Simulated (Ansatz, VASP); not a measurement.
## Two plane-wave programs on Al3Cu2

```xyz
5
Lattice="4.0561 0.0012 -0.0017 -2.0270 3.5117 0.0010 -0.0020 0.0003 4.9318" Properties=species:S:1:pos:R:3 pbc="T T T"
Al    0.0000    0.0000    0.0000
Al   -0.0007    2.3415    1.7305
Al    2.0278    1.1717    3.2007
Cu   -0.0002    2.3419    4.1506
Cu    2.0272    1.1713    0.7806
```

Change from the starting cell: all atoms moved at random, sigma 0.4 Å a component, cell strained at random, sigma 0.01; relaxed back.

Alike in both runs: functional LDA; k mesh 12 × 12 × 8; occupations gaussian, width 0.15 eV; no spin polarisation.

Ansatz relaxed the structure, and its values are those at the end. VASP's run is a single point on that final structure, the one shown.

```csv
,VASP,Ansatz
version,VASP 6.6.1,Ansatz 0.2.0
potentials or method,"VASP PAW LDA potentials, release 64 (Al, Cu), cutoff 520 eV","scalar-relativistic, plane waves, PAW"
valence electrons in the cell,31,47
```

VASP gave:

- gap on the k mesh at the Fermi level (eV): none
- pressure (GPa): 0.6

Task: Which values does Ansatz return?

Result: gap on the k mesh at the Fermi level (eV): none; pressure (GPa): 0.0.

LDA's correlation is that of Perdew and Zunger in VASP and of Perdew and Wang (1992) in Ansatz. A gap of «none» marks a metal or a gap that the smearing closes. VASP's potentials hold 31 valence electrons a cell and Ansatz's 47, so a difference there can come from the potentials and not from the codes.
